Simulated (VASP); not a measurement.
# Si5CN8 (Pm) in VASP: single point with PBE

Aim: the single point of Si5CN8 with PBE.

Program: VASP 6.6.1. These are calculated values, not measurements. Logs are shortened: lines on timing, memory, paths and dates and some standing lists are left out, and cuts for length are marked.

**1. The cell of the first run**

It takes space group Pm (No. 6, monoclinic). The conventional cell has a = 7.395 Å, b = 2.851 Å, c = 7.424 Å, α = 90.00°, β = 119.68°, γ = 90.00°. Si (site symmetry m) has 4 N at 1.70 Å within 2.3 Å. Within 2.2 Å of Si (site symmetry m) lie 4 N at 1.69 to 1.74 Å. Within 2.3 Å of Si (site symmetry m) lie 4 N at 1.70 to 1.74 Å. Within 2.3 Å of Si (site symmetry m) lie 4 N at 1.73 to 1.75 Å. Within 2.3 Å of Si (site symmetry m) lie 4 N at 1.72 to 1.75 Å. C (site symmetry m) has 4 N at 1.45 to 1.68 Å within 1.9 Å. N (site symmetry m) has 3 Si at 1.70 to 1.74 Å within 2.3 Å. Within 1.9 Å of N (site symmetry m) lie 1 C at 1.45 Å and 2 Si at 1.74 Å.

**2. Single point, PBE**

Contents of INCAR:

```
SYSTEM = Si5CN8
PREC = Accurate ; ENCUT = 520
EDIFF = 1E-7 ; ISMEAR = -1
SIGMA = 0.02 ; LREAL = .False.
LASPH = .True. ; NELM = 100
ALGO = Normal ; ISIF = 2
LWAVE = .False. ; LCHARG = .False.
GGA = PE ; NBANDS = 45
```

Contents of KPOINTS:

```
Automatic mesh
0
Gamma
  4 10 4
  0 0 0
```

Contents of POSCAR:

```
Si5CN8
1.0
    7.3946849668      0.0000000000     -0.0123722898
    0.0000000000      2.8508289282      0.0000000000
   -3.7080622141      0.0000000000      6.4558759539
Si C N
5 1 8
Direct
    0.5893144387      0.5000000000      0.8223572278
    0.8183397049      0.0000000000      0.2263461813
    0.7621674051      0.0000000000      0.5898102496
    0.2377075316      0.5000000000      0.3965581194
    0.1813863420      0.5000000000      0.7851580321
    0.4194859119      0.0000000000      0.1941525003
    0.3267961202      0.5000000000      0.6597461036
    0.6451482110      0.0000000000      0.3208677913
    0.6922752047      0.5000000000      0.6628042350
    0.6677885342      0.0000000000      0.9651199643
    0.0302876362      0.0000000000      0.7085381529
    0.9689787102      0.5000000000      0.2968935602
    0.3144852945      0.0000000000      0.3165156846
    0.3458389550      0.5000000000      0.0551321979
```

Potentials or basis: VASP PAW PBE potentials, release 64 (Si, C, N).

On the command line:

```bash
$ cat potpaw_PBE.64/Si/POTCAR potpaw_PBE.64/C/POTCAR potpaw_PBE.64/N/POTCAR > POTCAR
$ mpirun -np 1 vasp_std > vasp.out
```

OUTCAR:

```text
SYSTEM = Si5CN8
   PREC = Accurate
   ENCUT = 520
   EDIFF = 1E-7
   ISMEAR = -1
   LREAL = .False.
   LASPH = .True.
   NELM = 100
   ISIF = 2
   GGA = PE

 ion  position               nearest neighbor table
   1  0.589  0.500  0.822-  10 1.70  10 1.70   7 1.70   9 1.70   5 2.89   4 2.93   2 2.98   2 2.98
                             3 2.98   3 2.98
   2  0.818  0.000  0.226-  10 1.69  12 1.72  12 1.72   8 1.74   3 2.94   1 2.98   1 2.98   4 3.05
                             4 3.05
   3  0.762  0.000  0.590-   9 1.70   9 1.70  11 1.72   8 1.74   2 2.94   1 2.98   1 2.98   5 3.04
                             5 3.04
   4  0.238  0.500  0.397-   7 1.73  12 1.74  13 1.75  13 1.75   1 2.93   2 3.05   2 3.05   5 3.12

   5  0.181  0.500  0.785-  11 1.72  11 1.72   7 1.74  14 1.75   1 2.89   3 3.04   3 3.04   4 3.12

   6  0.419  0.000  0.194-   8 1.45  13 1.46  14 1.68  14 1.68
   7  0.327  0.500  0.660-   1 1.70   4 1.73   5 1.74
   8  0.645  0.000  0.321-   6 1.45   3 1.74   2 1.74
   9  0.692  0.500  0.663-   3 1.70   3 1.70   1 1.70
  10  0.668  0.000  0.965-   2 1.69   1 1.70   1 1.70
  11  0.030  0.000  0.709-   3 1.72   5 1.72   5 1.72
  12  0.969  0.500  0.297-   2 1.72   2 1.72   4 1.74
  13  0.314  0.000  0.317-   6 1.46   4 1.75   4 1.75
  14  0.346  0.500  0.055-   6 1.68   6 1.68   5 1.75

  LATTYP: Found a simple monoclinic cell.
 ALAT       =     7.3946953170
 B/A-ratio  =     0.3855235146
 C/A-ratio  =     1.0039096585
 COS(beta)  =    -0.4951551504

  Lattice vectors:

 A1 = (   7.3946849668,   0.0000000000,  -0.0123722898)
 A2 = (   0.0000000000,  -2.8508289282,   0.0000000000)
 A3 = (  -3.6866227527,   0.0000000000,  -6.4435036641)

Analysis of symmetry for initial positions (statically):
=====================================================================
 Subroutine PRICEL returns:
 Original cell was already a primitive cell.

 Routine SETGRP: Setting up the symmetry group for a
 simple monoclinic supercell.

 Subroutine GETGRP returns: Found  2 space group operations
 (whereof  2 operations were pure point group operations)
 out of a pool of  4 trial point group operations.

The static configuration has the point symmetry C_1h.

Analysis of symmetry for dynamics (positions and initial velocities):
=====================================================================
 Subroutine PRICEL returns:
 Original cell was already a primitive cell.

 Routine SETGRP: Setting up the symmetry group for a
 simple monoclinic supercell.

 Subroutine GETGRP returns: Found  2 space group operations
 (whereof  2 operations were pure point group operations)
 out of a pool of  4 trial point group operations.

The dynamic configuration has the point symmetry C_1h.

 Subroutine INISYM returns: Found  2 space group operations
 (whereof  2 operations are pure point group operations),
 and found     1 'primitive' translations

----------------------------------------------------------------------------------------

                                     Primitive cell

  volume of cell :     135.9654

  direct lattice vectors                    reciprocal lattice vectors
     7.394684967  0.000000000 -0.012372290     0.135362348  0.000000000  0.077748088
     0.000000000  2.850828928  0.000000000     0.000000000  0.350775169  0.000000000
    -3.708062214  0.000000000  6.455875954     0.000259414  0.000000000  0.155046647

  length of vectors
     7.394695317  2.850828928  7.445002331     0.156101667  0.350775169  0.155046864

  position of ions in fractional coordinates (direct lattice)
     0.589314439  0.500000000  0.822357228
     0.818339705  0.000000000  0.226346181
     0.762167405  0.000000000  0.589810250
     0.237707532  0.500000000  0.396558119
     0.181386342  0.500000000  0.785158032
     0.419485912  0.000000000  0.194152500
     0.326796120  0.500000000  0.659746104
[... 26 lines left out ...]

 KPOINTS: Automatic mesh

Automatic generation of k-mesh.
 Grid dimensions read from file:
 generate k-points for:    4   10    4

 Generating k-lattice:

  Cartesian coordinates                     Fractional coordinates (reciprocal lattice)
     0.033840587  0.000000000  0.019437022     0.250000000  0.000000000  0.000000000
     0.000000000  0.035077517  0.000000000     0.000000000  0.100000000  0.000000000
     0.000064853  0.000000000  0.038761662     0.000000000  0.000000000  0.250000000

  Length of vectors
     0.039025417  0.035077517  0.038761716

  Shift w.r.t. Gamma in fractional coordinates (k-lattice)
     0.000000000  0.000000000  0.000000000

 Subroutine IBZKPT returns following result:
 ===========================================

 Found     60 irreducible k-points:

 Following reciprocal coordinates:
            Coordinates               Weight
  0.000000  0.000000  0.000000      1.000000
  0.250000  0.000000  0.000000      2.000000
  0.500000  0.000000  0.000000      1.000000
  0.000000  0.100000  0.000000      2.000000
  0.250000  0.100000  0.000000      4.000000
  0.500000  0.100000  0.000000      2.000000
[... 16 lines left out ...]
  0.000000  0.100000  0.250000      4.000000
  0.250000  0.100000  0.250000      4.000000
 [... further k-points ...]
   k-points           NKPTS =     60   k-points in BZ     NKDIM =     60   number of bands    NBANDS=     45
   number of dos      NEDOS =    301   number of ions     NIONS =     14
   total plane-waves  NPLWV =  75264
   dimension x,y,z NGX =    56 NGY =   24 NGZ =   56
   dimension x,y,z NGXF=   112 NGYF=   48 NGZF=  112
   ions per type =               5   1   8
   NGX,Y,Z   is equivalent  to a cutoff of  12.59, 14.00, 12.50 a.u.
   NGXF,Y,Z  is equivalent  to a cutoff of  25.18, 27.99, 25.01 a.u.
 SYSTEM =  Si5CN8
   PREC   = accura    normal or accurate (medium, high low for compatibility)
   ISTART =      0    job   : 0-new  1-cont  2-samecut
   ICHARG =      2    charge: 1-file 2-atom 10-const
   ISPIN  =      1    spin polarized calculation?
   LNONCOLLINEAR =      F non collinear calculations
   LSORBIT =      F    spin-orbit coupling
   LASPH  =      T    aspherical Exc in radial PAW
   ENCUT  =  520.0 eV  38.22 Ry    6.18 a.u.  13.75  5.30 13.84*2*pi/ulx,y,z
   NELM   =    100;   NELMIN=  2; NELMDL= -5     # of ELM steps
   EDIFF  = 0.1E-06   stopping-criterion for ELM
   LREAL  =      F    real-space projection
   EDIFFG = 0.1E-05   stopping-criterion for IOM
   NSW    =      0    number of steps for IOM
   IBRION =     -1    ionic relax: 0-MD 1-quasi-New 2-CG
   NFREE  =      0    steps in history (QN), initial steepest desc. (CG)
   ISIF   =      2    stress and relaxation
   ISYM   =      2    0-nonsym 1-usesym 2-fastsym
   POTIM  = 0.5000    time-step for ionic-motion
   TEBEG  =    0.0;   TEEND  =   0.0 temperature during run
   PSTRESS=    0.0 pullay stress
   NELECT =      64.0000    total number of electrons
   NUPDOWN=      -1.0000    fix difference up-down
   EMIN   =  10.00;   EMAX   =-10.00  energy-range for DOS
   EFERMI =   0.00;   METHOD = LEGACY
   ISMEAR =    -1;   SIGMA  =   0.02  broadening in eV -4-tet -1-fermi 0-gaus
   EFERMI_NEDOS =   21; number of points for ismear=-14 and -15
   IALGO  =     38    algorithm
   IMIX   =      4    mixing-type and parameters
     AMIX     =   0.40;   BMIX     =  1.00
     AMIX_MAG =   1.60;   BMIX_MAG =  1.00
  volume/ion in A,a.u.               =       9.71        65.54
  Fermi-wavevector in a.u.,A,eV,Ry     =   1.273480  2.406528 22.065253  1.621750
  Thomas-Fermi vector in A             =   2.406301
   LORBIT       =      0    0 simple, 1 ext, 2 COOP (PROOUT), +10 PAW based schemes
   GGA     = PE    functional components
   LHFCALC =     F    Hartree Fock is set to
   AEXX    =    0.0000 exact exchange contribution
   IVDW    =     0    specifies the selected vdW correction
   LEPSILON=     F    determine dielectric tensor
   LRPA    =     F    only Hartree local field effects (RPA)
 non-spin polarized calculation
  energy-cutoff  :      520.00
  volume of cell :      135.97
 maximum number of plane-waves:      3682
 NGX is ok and might be reduce to    56
   NGX = 27   NGY = 11   NGZ = 27

 number of electron      63.9999996 magnetization

 Free energy of the ion-electron system (eV)
  ---------------------------------------------------
  ext. energy  EPLUGINS =         0.00000000
  ---------------------------------------------------
  free energy    TOTEN  =      -112.71258355 eV

  energy without entropy =     -112.71258355  energy(sigma->0) =     -112.71258355

 E-fermi :   7.5007     XC(G=0): -11.0148

 val. band max:        7.1023940136   @ k =   0.0000   0.2000   0.0000
 cond. band min:       9.1000655111   @ k =   0.0000   0.0000   0.0000
 fundamental gap:      1.9976714974
 Fermi energy:         7.5007277574

 k-point     1 :       0.0000    0.0000    0.0000
  band No.  band energies     occupation
      1     -12.5622      2.00000
      2     -10.9169      2.00000
      3     -10.1239      2.00000
      4      -9.8231      2.00000
      5      -9.5188      2.00000
      6      -9.2553      2.00000
[... 1117 lines left out ...]
     43      15.0153      0.00000
     44      15.5180      0.00000

 [... further k-points ...]

 [bands above 44 left out]

------------------------ aborting loop because EDIFF is reached ----------------------------------------

  FORCE on cell =-STRESS in cart. coord.  units (eV):
  Direction    XX          YY          ZZ          XY          YZ          ZX
  --------------------------------------------------------------------------------------
  -------------------------------------------------------------------------------------
  Total        4.6661836      4.5994867      4.5076814      0.0000000      0.0000000     -0.0354072
  in kB       54.9849643     54.1990280     53.1172202      0.0000000      0.0000000     -0.4172284
  external PRESSURE =      54.1004042 kB  Pullay stress =       0.0000000 kB

 VOLUME and BASIS-vectors are now :
 -----------------------------------------------------------------------------
  energy-cutoff  :      520.00
  volume of cell :      135.97
      direct lattice vectors                 reciprocal lattice vectors
     7.394684967  0.000000000 -0.012372290     0.135362348  0.000000000  0.077748088
     0.000000000  2.850828928  0.000000000     0.000000000  0.350775169  0.000000000
    -3.708062214  0.000000000  6.455875954     0.000259414  0.000000000  0.155046647

 POSITION                                       TOTAL-FORCE (eV/Angst)
 -----------------------------------------------------------------------------------
      1.30844      1.42541      5.30175        -0.056882      0.000000      0.057309
      5.21206      0.00000      1.45114        -0.006119      0.000000      0.121123
      3.44893      0.00000      3.79831         0.044980      0.000000     -0.051631
      0.28731      1.42541      2.55719         0.038000      0.000000      0.025116
     -1.57012      1.42541      5.06664         0.029873      0.000000      0.065060
      2.38204      0.00000      1.24823        -0.005195      0.000000     -0.161663
     -0.02983      1.42541      4.25520        -0.078930      0.000000     -0.060086
      3.58087      0.00000      2.06350        -0.114901      0.000000     -0.109149
      2.66144      1.42541      4.27042        -0.044036      0.000000      0.013294
      1.35936      0.00000      6.22243         0.034540      0.000000      0.023475
     -2.40334      0.00000      4.57386        -0.049609      0.000000     -0.016416
      6.06439      1.42541      1.90472         0.058018      0.000000      0.028813
      1.15186      0.00000      2.03950         0.147218      0.000000     -0.114210
      2.35294      1.42541      0.35165         0.003041      0.000000      0.178965
 -----------------------------------------------------------------------------------
    total drift:                                0.000229      0.000000     -0.000263

  FREE ENERGIE OF THE ION-ELECTRON SYSTEM (eV)
  ---------------------------------------------------
  free  energy   TOTEN  =      -112.7125835529 eV

  energy  without entropy=     -112.7125835529  energy(sigma->0) =     -112.71258355
```

Run time: 12 min. Hardware: 1 thread of Oxide Virtual Turin-like, shared host; peak memory 0.4 GiB.

Results:

- Free energy: -112.7126 eV
- Pressure: 5.4 GPa
- Largest force: 0.186 eV/Å
- Band gap on the k mesh: 2.00 eV (least direct gap 2.35 eV)

Forces on the atoms (eV/Å):
```
Si  -0.057  0.000  0.057
Si  -0.006  0.000  0.121
Si   0.045  0.000 -0.052
Si   0.038  0.000  0.025
Si   0.030  0.000  0.065
C   -0.005  0.000 -0.162
N   -0.079  0.000 -0.060
N   -0.115  0.000 -0.109
N   -0.044  0.000  0.013
N    0.035  0.000  0.023
N   -0.050  0.000 -0.016
N    0.058  0.000  0.029
N    0.147  0.000 -0.114
N    0.003  0.000  0.179
```

Caveat: the cell stands under pressure. A k mesh can miss the band edges.
